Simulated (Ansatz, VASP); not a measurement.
# One calculation of ZrV3Se, two programs

```
CELL_PARAMETERS angstrom
4.60916 0.00000 0.00000
-2.30458 3.99165 0.00000
0.00000 0.00000 4.83415
ATOMIC_POSITIONS crystal
Zr 0.33333 0.66667 0.00000
V 0.66667 0.33333 0.22543
V 0.66667 0.33333 0.77457
V 0.00000 0.00000 0.00000
Se 0.00000 0.00000 0.50000
```

Change from the starting cell: species swapped into the GaFe3As type (P-6m2, No. 187).

Alike in both runs: functional PBE; k mesh 6 × 6 × 4; occupations gaussian, width 0.1 eV; collinear spin.

Ansatz relaxed the structure, and its values are those at the end. VASP's run is a single point on that final structure, the one shown.

|  | VASP | Ansatz |
| --- | --- | --- |
| version | VASP 6.6.1 | Ansatz 0.2.0 |
| potentials or method | VASP PAW PBE potentials, release 64 (Zr_sv, V_sv, Se), cutoff 520 eV | scalar-relativistic, plane waves, PAW |
| valence electrons in the cell | 57 | 67 |

|  | VASP | Ansatz | Ansatz less VASP |
| --- | --- | --- | --- |
| gap on the k mesh at the Fermi level (eV) | none | none | - |
| pressure (GPa) | 0.1 | 0.0 | -0.08 |
| net moment per atom (μB) | 0.00 | 0.09 | +0.085 |
| size of the moment on the site where the two differ most (μB) | 0.00 | 0.34 | +0.342 |

Site moments also hang on the region over which each program counts them. A gap of «none» marks a metal or a gap that the smearing closes. VASP's potentials hold 57 valence electrons a cell and Ansatz's 67, so a difference there can come from the potentials and not from the codes. Ansatz's warnings: seeded moment not kept.
